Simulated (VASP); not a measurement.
# Sn (I4_1/amd) in VASP: further runs

The runs below take Sn through electric field gradients, with LDA.

Program: VASP 6.6.1. These are calculated values, not measurements. Logs are shortened: lines on timing, memory, paths and dates and some standing lists are left out, and cuts for length are marked.

### Step 1. The cell of the first run

The structure is tetragonal, space group I4_1/amd (No. 141). Conventional cell: a = 5.946 Å, b = 5.946 Å, c = 3.244 Å, α = 90.00°, β = 90.00°, γ = 90.00°. Within 4.1 Å of Sn (site symmetry -4m2) lie 10 Sn at 3.08 to 3.84 Å.

### Step 2. Electric field gradients, LDA (volume scaled by 1.06)

The input, INCAR:

```
ALGO = Normal
EDIFF = 1E-8
ENCUT = 520
GGA = CA
ISIF = 2
ISMEAR = -1
LASPH = T
LCHARG = F
LEFG = T
LREAL = F
LWAVE = F
NBANDS = 21
NELM = 100
PREC = Accurate
SIGMA = 0.05
```

The input, KPOINTS:

```
k-points
0
Gamma
  15 15 15
```

The input, POSCAR:

```
Sn
1.0
   -2.9730380483      2.9730380483      1.6218471360
    2.9730380483     -2.9730380483      1.6218471360
    2.9730380483      2.9730380483     -1.6218471360
Sn
2
Direct
    0.0000000000      0.0000000000      0.0000000000
    0.7500000000      0.2500000000      0.5000000000
```

Potentials or basis: VASP PAW LDA potentials, release 64 (Sn_d).

Run with:

```console
> cat potpaw_LDA.64/Sn_d/POTCAR > POTCAR
> mpirun -np 1 vasp_std > vasp.out
```

OUTCAR:

```text
EDIFF = 1E-8
   ENCUT = 520
   GGA = CA
   ISIF = 2
   ISMEAR = -1
   LASPH = T
   LREAL = F
   NELM = 100
   PREC = Accurate

 ion  position               nearest neighbor table
   1  0.000  0.000  0.000-   2 3.08   2 3.08   2 3.08   2 3.08
   2  0.750  0.250  0.500-   1 3.08   1 3.08   1 3.08   1 3.08

  LATTYP: Found a body centered tetragonal cell.
 ALAT       =     5.9460760966
 C/A-ratio  =     0.5455184595

  Lattice vectors:

 A1 = (  -2.9730380483,   2.9730380483,   1.6218471360)
 A2 = (   2.9730380483,  -2.9730380483,   1.6218471360)
 A3 = (   2.9730380483,   2.9730380483,  -1.6218471360)

Analysis of symmetry for initial positions (statically):
=====================================================================
 Subroutine PRICEL returns:
 Original cell was already a primitive cell.

 Routine SETGRP: Setting up the symmetry group for a
 body centered tetragonal supercell.

 Subroutine GETGRP returns: Found 16 space group operations
 (whereof  8 operations were pure point group operations)
 out of a pool of 16 trial point group operations.

The static configuration has the point symmetry D_2d.
 The point group associated with its full space group is D_4h.

Analysis of symmetry for dynamics (positions and initial velocities):
=====================================================================
 Subroutine PRICEL returns:
 Original cell was already a primitive cell.

 Routine SETGRP: Setting up the symmetry group for a
 body centered tetragonal supercell.

 Subroutine GETGRP returns: Found 16 space group operations
 (whereof  8 operations were pure point group operations)
 out of a pool of 16 trial point group operations.

The dynamic configuration has the point symmetry D_2d.
 The point group associated with its full space group is D_4h.

 Subroutine INISYM returns: Found 16 space group operations
 (whereof  8 operations are pure point group operations),
 and found     1 'primitive' translations

----------------------------------------------------------------------------------------

                                     Primitive cell

  volume of cell :      57.3417

  direct lattice vectors                    reciprocal lattice vectors
    -2.973038048  2.973038048  1.621847136     0.000000000  0.168178137  0.308290460
     2.973038048 -2.973038048  1.621847136     0.168178137  0.000000000  0.308290460
     2.973038048  2.973038048 -1.621847136     0.168178137  0.168178137  0.000000000

  length of vectors
     4.506472967  4.506472967  4.506472967     0.351179290  0.351179290  0.237839802

  position of ions in fractional coordinates (direct lattice)
     0.000000000  0.000000000  0.000000000
     0.750000000  0.250000000  0.500000000

  ion indices of the primitive-cell ions
   primitive index   ion index
                 1           1
                 2           2

----------------------------------------------------------------------------------------

 KPOINTS: k-points

Automatic generation of k-mesh.
 Grid dimensions read from file:
 generate k-points for:   15   15   15

 Generating k-lattice:

  Cartesian coordinates                     Fractional coordinates (reciprocal lattice)
     0.000000000  0.011211876  0.020552697     0.066666667  0.000000000 -0.000000000
     0.011211876  0.000000000  0.020552697     0.000000000  0.066666667 -0.000000000
     0.011211876  0.011211876  0.000000000     0.000000000  0.000000000  0.066666667

  Length of vectors
     0.023411953  0.023411953  0.015855987

  Shift w.r.t. Gamma in fractional coordinates (k-lattice)
     0.000000000  0.000000000  0.000000000

 Subroutine IBZKPT returns following result:
 ===========================================

 Found    288 irreducible k-points:

 Following reciprocal coordinates:
            Coordinates               Weight
  0.000000  0.000000  0.000000      1.000000
  0.066667  0.000000 -0.000000      8.000000
  0.133333  0.000000  0.000000      8.000000
  0.200000  0.000000  0.000000      8.000000
  0.266667  0.000000  0.000000      8.000000
  0.333333  0.000000 -0.000000      8.000000
[... 16 lines left out ...]
  0.133333  0.133333 -0.000000      8.000000
  0.200000  0.133333  0.000000     16.000000
 [... further k-points ...]
   k-points           NKPTS =    288   k-points in BZ     NKDIM =    288   number of bands    NBANDS=     21
   number of dos      NEDOS =    301   number of ions     NIONS =      2
   total plane-waves  NPLWV =  46656
   dimension x,y,z NGX =    36 NGY =   36 NGZ =   36
   dimension x,y,z NGXF=    72 NGYF=   72 NGZF=   72
   ions per type =               2
   NGX,Y,Z   is equivalent  to a cutoff of  13.28, 13.28, 13.28 a.u.
   NGXF,Y,Z  is equivalent  to a cutoff of  26.56, 26.56, 26.56 a.u.
 SYSTEM =  unknown system
   PREC   = accura    normal or accurate (medium, high low for compatibility)
   ISTART =      0    job   : 0-new  1-cont  2-samecut
   ICHARG =      2    charge: 1-file 2-atom 10-const
   ISPIN  =      1    spin polarized calculation?
   LNONCOLLINEAR =      F non collinear calculations
   LSORBIT =      F    spin-orbit coupling
   LASPH  =      T    aspherical Exc in radial PAW
   ENCUT  =  520.0 eV  38.22 Ry    6.18 a.u.   8.38  8.38  8.38*2*pi/ulx,y,z
   NELM   =    100;   NELMIN=  2; NELMDL= -5     # of ELM steps
   EDIFF  = 0.1E-07   stopping-criterion for ELM
   LREAL  =      F    real-space projection
   EDIFFG = 0.1E-06   stopping-criterion for IOM
   NSW    =      0    number of steps for IOM
   IBRION =     -1    ionic relax: 0-MD 1-quasi-New 2-CG
   NFREE  =      0    steps in history (QN), initial steepest desc. (CG)
   ISIF   =      2    stress and relaxation
   ISYM   =      2    0-nonsym 1-usesym 2-fastsym
   POTIM  = 0.5000    time-step for ionic-motion
   TEBEG  =    0.0;   TEEND  =   0.0 temperature during run
   PSTRESS=    0.0 pullay stress
   NELECT =      28.0000    total number of electrons
   NUPDOWN=      -1.0000    fix difference up-down
   EMIN   =  10.00;   EMAX   =-10.00  energy-range for DOS
   EFERMI =   0.00;   METHOD = LEGACY
   ISMEAR =    -1;   SIGMA  =   0.05  broadening in eV -4-tet -1-fermi 0-gaus
   EFERMI_NEDOS =   21; number of points for ismear=-14 and -15
   IALGO  =     38    algorithm
   IMIX   =      4    mixing-type and parameters
     AMIX     =   0.40;   BMIX     =  1.00
     AMIX_MAG =   1.60;   BMIX_MAG =  1.00
  volume/ion in A,a.u.               =      28.67       193.48
  Fermi-wavevector in a.u.,A,eV,Ry     =   1.289151  2.436143 22.611673  1.661911
  Thomas-Fermi vector in A             =   2.421062
   LORBIT       =      0    0 simple, 1 ext, 2 COOP (PROOUT), +10 PAW based schemes
   GGA     = CA    functional components
   LHFCALC =     F    Hartree Fock is set to
   AEXX    =    0.0000 exact exchange contribution
   IVDW    =     0    specifies the selected vdW correction
   LEPSILON=     F    determine dielectric tensor
   LRPA    =     F    only Hartree local field effects (RPA)
 non-spin polarized calculation
  energy-cutoff  :      520.00
  volume of cell :       57.34
 maximum number of plane-waves:      1564
 NGX is ok and might be reduce to    36
   NGX = 17   NGY = 17   NGZ = 17

 number of electron      27.9999994 magnetization

 Free energy of the ion-electron system (eV)
  ---------------------------------------------------
  ext. energy  EPLUGINS =         0.00000000
  ---------------------------------------------------
  free energy    TOTEN  =        -8.90918114 eV

  energy without entropy =       -8.90083391  energy(sigma->0) =       -8.90500752

 E-fermi :   7.0185     XC(G=0): -10.2908

 val. band max:        7.0120925575   @ k =   0.4667   0.3333   0.0667
 cond. band min:       7.0186755025   @ k =  -0.3333  -0.4667   0.3333
 fundamental gap:      0.0065829450
 Fermi energy:         7.0185343272

 k-point     1 :       0.0000    0.0000    0.0000
  band No.  band energies     occupation
      1     -14.4418      2.00000
      2     -14.3701      2.00000
      3     -14.3284      2.00000
      4     -14.3208      2.00000
      5     -14.1948      2.00000
      6     -14.1948      2.00000
[... 13 lines left out ...]
     20      16.7327      0.00000
     21      17.3728      0.00000

 k-point     2 :       0.0667    0.0000   -0.0000
  band No.  band energies     occupation
      1     -14.4394      2.00000
      2     -14.3623      2.00000
      3     -14.3257      2.00000
      4     -14.3118      2.00000
      5     -14.2001      2.00000
      6     -14.1995      2.00000
[... 13 lines left out ...]
     20      16.5782      0.00000
     21      16.7833      0.00000
[... 487 lines left out ...]
      5     -14.2333      2.00000
      6     -14.2223      2.00000
[... 13 lines left out ...]
     20      14.3605      0.00000
     21      14.5951      0.00000

 k-point    24 :       0.2000    0.1333    0.0000
  band No.  band energies     occupation
      1     -14.4052      2.00000
      2     -14.2907      2.00000
      3     -14.2868      2.00000
      4     -14.2491      2.00000
      5     -14.2442      2.00000
      6     -14.2298      2.00000
[... 13 lines left out ...]
     20      14.0708      0.00000
     21      14.8783      0.00000

 [... further k-points ...]
[... 5 lines left out ...]
  --------------------------------------------------------------------------------------
  -------------------------------------------------------------------------------------
  Total       -1.4744639     -1.4744639     -1.7505455      0.0000000      0.0000000      0.0000000
  in kB      -41.1977873    -41.1977873    -48.9117436      0.0000000      0.0000000      0.0000000
  external PRESSURE =     -43.7691060 kB  Pullay stress =       0.0000000 kB

 VOLUME and BASIS-vectors are now :
 -----------------------------------------------------------------------------
  energy-cutoff  :      520.00
  volume of cell :       57.34
      direct lattice vectors                 reciprocal lattice vectors
    -2.973038048  2.973038048  1.621847136     0.000000000  0.168178137  0.308290460
     2.973038048 -2.973038048  1.621847136     0.168178137  0.000000000  0.308290460
     2.973038048  2.973038048 -1.621847136     0.168178137  0.168178137  0.000000000

 POSITION                                       TOTAL-FORCE (eV/Angst)
 -----------------------------------------------------------------------------------
      0.00000      0.00000      0.00000         0.000000     -0.000000      0.000000
     -0.00000      2.97304      0.81092        -0.000000      0.000000     -0.000000
 -----------------------------------------------------------------------------------
    total drift:                               -0.000000      0.000000     -0.000000

  FREE ENERGIE OF THE ION-ELECTRON SYSTEM (eV)
  ---------------------------------------------------
  free  energy   TOTEN  =        -8.9091811434 eV

  energy  without entropy=       -8.9008339065  energy(sigma->0) =       -8.90500752

 Electric field gradients (V/A^2)
---------------------------------------------------------------------
 ion       V_xx      V_yy      V_zz      V_xy      V_xz      V_yz
---------------------------------------------------------------------
   1     -21.427   -21.427    42.855     0.002     0.002     0.002
   2     -21.427   -21.427    42.855     0.002     0.002     0.002
---------------------------------------------------------------------

 Electric field gradients after diagonalization (V/A^2)
 (convention: |V_zz| > |V_xx| > |V_yy|)
----------------------------------------------------------------------
 ion       V_xx      V_yy      V_zz     asymmetry (V_yy - V_xx)/ V_zz
----------------------------------------------------------------------
   1     -21.429   -21.425    42.855       0.000
   2     -21.429   -21.425    42.855       0.000
----------------------------------------------------------------------

           NMR quadrupolar parameters

 Cq : quadrupolar parameter    Cq=e*Q*V_zz/h
 eta: asymmetry parameters     (V_yy - V_xx)/ V_zz
 Q  : nuclear electric quadrupole moment in mb (millibarn)
----------------------------------------------------------------------
 ion       Cq(MHz)       eta       Q (mb)
----------------------------------------------------------------------
   1       0.104       0.000       1.000
   2       0.104       0.000       1.000
----------------------------------------------------------------------
```

It took 2.9 min on 1 thread of Intel Xeon 6975P-C (Granite Rapids), shared host; peak memory 0.38 GiB.

Results:

| Item | Value |
| --- | --- |
| Free energy | -8.9092 eV |
| Pressure | -4.4 GPa |
| Band gap on the k mesh | zero (band 14 reaches 8.43 eV, above the bottom of band 15 at 4.45 eV) |

Levels at points of the mesh, in eV from the Fermi level:
```tsv
k point	band 10	band 11	band 12	band 13	band 14	band 15	band 16	band 17	band 18	band 19
(0.00, 0.00, 0.00)	-21.03	-10.73	-3.86	-1.80	-1.80	3.18	5.91	5.91	6.40	6.48
```

Electric field gradients, principal values (V/Å²):
```
atom    least   middle  greatest (by size)
1 Sn  -21.425  -21.429              42.855
2 Sn  -21.425  -21.429              42.855
```

Caveat: without QUAD_EFG the Cq values of the log hold for a quadrupole moment of 1 mb, not for the nuclei; spin-orbit coupling is left out, which moves the levels of the heavy elements.

### Step 3. Electric field gradients, LDA (volume scaled by 1.06)

The input, INCAR:

```
SYSTEM = Sn
  ALGO = Normal
  EDIFF = 1E-8
  ENCUT = 520
  ISIF = 2
  ISMEAR = -1
  LASPH = .TRUE.
  LCHARG = .FALSE.
  LEFG = .TRUE.
  LREAL = .FALSE.
  LWAVE = .FALSE.
  NBANDS = 21
  NELM = 100
  PREC = Accurate
  SIGMA = 0.05
```

The input, KPOINTS:

```
k-points
0
G
  15 15 15
  0 0 0
```

POSCAR is that of step 2.

Potentials or basis: VASP PAW LDA potentials, release 64 (Sn_d).

Run with:

```console
> cat potpaw_LDA.64/Sn_d/POTCAR > POTCAR
> mpirun -np 1 vasp_std > vasp.out
```

OUTCAR:

```text
SYSTEM = Sn
   EDIFF = 1E-8
   ENCUT = 520
   ISIF = 2
   ISMEAR = -1
   LASPH = .TRUE.
   LREAL = .FALSE.
   NELM = 100
   PREC = Accurate

 ion  position               nearest neighbor table
   1  0.000  0.000  0.000-   2 3.08   2 3.08   2 3.08   2 3.08
   2  0.750  0.250  0.500-   1 3.08   1 3.08   1 3.08   1 3.08

  LATTYP: Found a body centered tetragonal cell.
 ALAT       =     5.9460760966
 C/A-ratio  =     0.5455184595

  Lattice vectors:

 A1 = (  -2.9730380483,   2.9730380483,   1.6218471360)
 A2 = (   2.9730380483,  -2.9730380483,   1.6218471360)
 A3 = (   2.9730380483,   2.9730380483,  -1.6218471360)

Analysis of symmetry for initial positions (statically):
=====================================================================
 Subroutine PRICEL returns:
 Original cell was already a primitive cell.

 Routine SETGRP: Setting up the symmetry group for a
[... 767 lines left out ...]
  energy-cutoff  :      520.00
  volume of cell :       57.34
      direct lattice vectors                 reciprocal lattice vectors
    -2.973038048  2.973038048  1.621847136     0.000000000  0.168178137  0.308290460
     2.973038048 -2.973038048  1.621847136     0.168178137  0.000000000  0.308290460
     2.973038048  2.973038048 -1.621847136     0.168178137  0.168178137  0.000000000

 POSITION                                       TOTAL-FORCE (eV/Angst)
 -----------------------------------------------------------------------------------
      0.00000      0.00000      0.00000         0.000000     -0.000000      0.000000
     -0.00000      2.97304      0.81092        -0.000000      0.000000     -0.000000
 -----------------------------------------------------------------------------------
    total drift:                               -0.000000      0.000000     -0.000000

  FREE ENERGIE OF THE ION-ELECTRON SYSTEM (eV)
  ---------------------------------------------------
  free  energy   TOTEN  =        -8.9091811434 eV

  energy  without entropy=       -8.9008339065  energy(sigma->0) =       -8.90500752

 Electric field gradients (V/A^2)
---------------------------------------------------------------------
 ion       V_xx      V_yy      V_zz      V_xy      V_xz      V_yz
---------------------------------------------------------------------
   1     -21.427   -21.427    42.855     0.002     0.002     0.002
   2     -21.427   -21.427    42.855     0.002     0.002     0.002
---------------------------------------------------------------------

 Electric field gradients after diagonalization (V/A^2)
 (convention: |V_zz| > |V_xx| > |V_yy|)
----------------------------------------------------------------------
 ion       V_xx      V_yy      V_zz     asymmetry (V_yy - V_xx)/ V_zz
----------------------------------------------------------------------
   1     -21.429   -21.425    42.855       0.000
   2     -21.429   -21.425    42.855       0.000
----------------------------------------------------------------------

           NMR quadrupolar parameters

 Cq : quadrupolar parameter    Cq=e*Q*V_zz/h
 eta: asymmetry parameters     (V_yy - V_xx)/ V_zz
 Q  : nuclear electric quadrupole moment in mb (millibarn)
----------------------------------------------------------------------
 ion       Cq(MHz)       eta       Q (mb)
----------------------------------------------------------------------
   1       0.104       0.000       1.000
   2       0.104       0.000       1.000
----------------------------------------------------------------------
```

OSZICAR:

```text
N       E                     dE             d eps       ncg     rms          rms(c)
DAV:   1     0.222815526734E+03    0.22282E+03   -0.14445E+04 12286   0.204E+03
DAV:   2     0.148995861909E+02   -0.20792E+03   -0.20375E+03 12201   0.453E+02
DAV:   3    -0.816061811050E+01   -0.23060E+02   -0.22863E+02 14064   0.137E+02
DAV:   4    -0.891268463652E+01   -0.75207E+00   -0.75157E+00 13728   0.274E+01
DAV:   5    -0.894340857255E+01   -0.30724E-01   -0.30723E-01 17357   0.522E+00    0.221E+00
DAV:   6    -0.891842116890E+01    0.24987E-01   -0.33723E-02 16371   0.247E+00    0.121E+00
DAV:   7    -0.890959888493E+01    0.88223E-02   -0.17577E-02 16350   0.171E+00    0.148E-01
DAV:   8    -0.890917692884E+01    0.42196E-03   -0.18610E-03 14950   0.605E-01    0.292E-02
DAV:   9    -0.890918086303E+01   -0.39342E-05   -0.51502E-05 16254   0.639E-02    0.933E-03
DAV:  10    -0.890918114465E+01   -0.28162E-06   -0.35811E-06 15175   0.201E-02    0.178E-03
DAV:  11    -0.890918114257E+01    0.20796E-08   -0.25141E-07 14350   0.568E-03    0.883E-04
DAV:  12    -0.890918114345E+01   -0.87084E-09   -0.17424E-08 10445   0.136E-03
   1 F= -.89091811E+01 E0= -.89050075E+01  d E =-.834724E-02
```

Run time: 3.1 min. Hardware: 1 thread of Intel Xeon 6975P-C (Granite Rapids), shared host; peak memory 0.38 GiB.

Results:

| Property | Result |
| --- | --- |
| Free energy | -8.9092 eV |
| Pressure | -4.4 GPa |
| Band gap on the k mesh | zero (band 14 reaches 8.43 eV, above the bottom of band 15 at 4.45 eV) |

Electric field gradients, principal values (V/Å²):
```csv
atom,least,middle,greatest (by size)
1 Sn,-21.425,-21.429,42.855
2 Sn,-21.425,-21.429,42.855
```

Caveat: without QUAD_EFG the Cq values of the log hold for a quadrupole moment of 1 mb, not for the nuclei; spin-orbit coupling is left out, which moves the levels of the heavy elements.

(Continued in part 2 of 2.)
